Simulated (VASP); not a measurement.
A run of VASP 6.6.1 is set up as follows.

File INCAR:

```
SYSTEM = Ti8C5
  PREC = Accurate
  ENCUT = 520
  EDIFF = 1E-6
  ISMEAR = 0
  SIGMA = 0.1
  LREAL = .False.
  LASPH = .True.
  NELM = 60
  ALGO = Normal
  ISIF = 2
  LWAVE = .False.
  LCHARG = .False.
  GGA = PS
  NBANDS = 70
```

KPOINTS

```
Automatic mesh
0
Gamma
  6 6 6
  0 0 0
```

File POSCAR:

```
Ti8C5
1.0
    3.0907356577      1.7844370640      5.0257421970
   -3.0907356577      1.7844370640      5.0257421970
    0.0000000000     -3.5688741279      5.0257421970
Ti C
8 5
Direct
    0.2498622247      0.7668171264      0.2498622247
    0.2498622247      0.2498622247      0.7668171264
    0.7668171264      0.2498622247      0.2498622247
    0.2331828736      0.7501377753      0.7501377753
    0.7501377753      0.2331828736      0.7501377753
    0.7501377753      0.7501377753      0.2331828736
    0.2426855255      0.2426855255      0.2426855255
    0.7573144745      0.7573144745      0.7573144745
    0.0000000000      0.0000000000      0.5000000000
    0.5000000000      0.0000000000      0.0000000000
    0.0000000000      0.5000000000      0.0000000000
    0.5000000000      0.5000000000      0.5000000000
    0.0000000000      0.0000000000      0.0000000000
```

Potentials or basis: VASP PAW PBE potentials, release 64 (Ti_sv, C).

The run is started by

```bash
$ cat potpaw_PBE.64/Ti_sv/POTCAR potpaw_PBE.64/C/POTCAR > POTCAR
$ mpirun -np 1 vasp_std > vasp.out
```

(1) What does it give for the pressure?

(2) Estimate the band gap on the k mesh.

Results:

(1) -9.0 GPa.

(2) zero (bands 58 and 59 overlap by 0.03 eV).

Caveat: the cell stands under tension; the PAW data sets were made with another functional, which shifts forces and pressure a little.
